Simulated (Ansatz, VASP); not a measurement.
## Two plane-wave programs on Rh

Contents of INCAR:

```
SYSTEM = Rh
ALGO     = Normal         ! electronic algorithm
EDIFF    = 1E-6           ! SCF threshold, eV
ENCUT    = 520            ! plane-wave cutoff, eV
GGA      = RE             ! functional
ISIF     = 2              ! what is computed and relaxed
ISMEAR   = -1             ! smearing method
LASPH    = .TRUE.         ! aspherical terms in the spheres
LCHARG   = .FALSE.        ! write CHGCAR
LREAL    = .FALSE.        ! projectors in reciprocal space
LWAVE    = .FALSE.        ! write WAVECAR
NBANDS   = 22             ! bands
NELM     = 60             ! most SCF steps
PREC     = Accurate       ! precision mode
SIGMA    = 0.1            ! smearing width, eV
```

Contents of KPOINTS:

```
k-points
0
G
  11 11 11
  0 0 0
```

Contents of POSCAR:

```
Rh
1.0
    0.0000000000      2.8813064495      2.8813064495
    2.8813064495      0.0000000000      2.8813064495
    2.8813064495      2.8813064495      0.0000000000
Rh
2
Direct
    0.1250000000      0.1250000000      0.1250000000
    0.8750000000      0.8750000000      0.8750000000
```

Input for Ansatz:

```yaml
crystal:
  lattice:
    - [0.0, 2.8813064495, 2.8813064495]
    - [2.8813064495, 0.0, 2.8813064495]
    - [2.8813064495, 2.8813064495, 0.0]
  atoms:
    - { symbol: Rh, position: [0.125, 0.125, 0.125] }
    - { symbol: Rh, position: [0.875, 0.875, 0.875] }
hamiltonian:
  xc: revpbe
  pseudopotentials:
    kind: paw
    azcp:
      Rh: "pseudopotentials/Rh.paw.azcp"
basis:
  ecutwfc: 420
  fft_grid_basis: typed
kpoints:
  mp_grid: { grid: [11, 11, 11], shift: [0, 0, 0] }
magnetization:
  spin_polarized: false
scf:
  occupations: { method: fermi_dirac, width: 0.1 }
  lower_state_search: "off"
output:
  stress: true
```

Alike in both runs: task single point; functional revPBE; k mesh 11 × 11 × 11; occupations fermi-dirac, width 0.1 eV; no spin polarisation.

|  | VASP | Ansatz |
| --- | --- | --- |
| version | VASP 6.6.1 | Ansatz 0.2.0 |
| potentials or method | VASP PAW PBE potentials, release 64 (Rh_pv), cutoff 520 eV | plane waves (420 eV) with PAW, scalar-relativistic |
| valence electrons in the cell | 30 | 34 |

```csv
,VASP,Ansatz,Ansatz less VASP
pressure (GPa),-9.8,-9.9,-0.07
```

VASP's potentials were made for PBE, not for revPBE. With one functional, cell and mesh, what is left measures potentials, basis and numerics. VASP's potentials hold 30 valence electrons a cell and Ansatz's 34, so a difference there can come from the potentials and not from the codes.
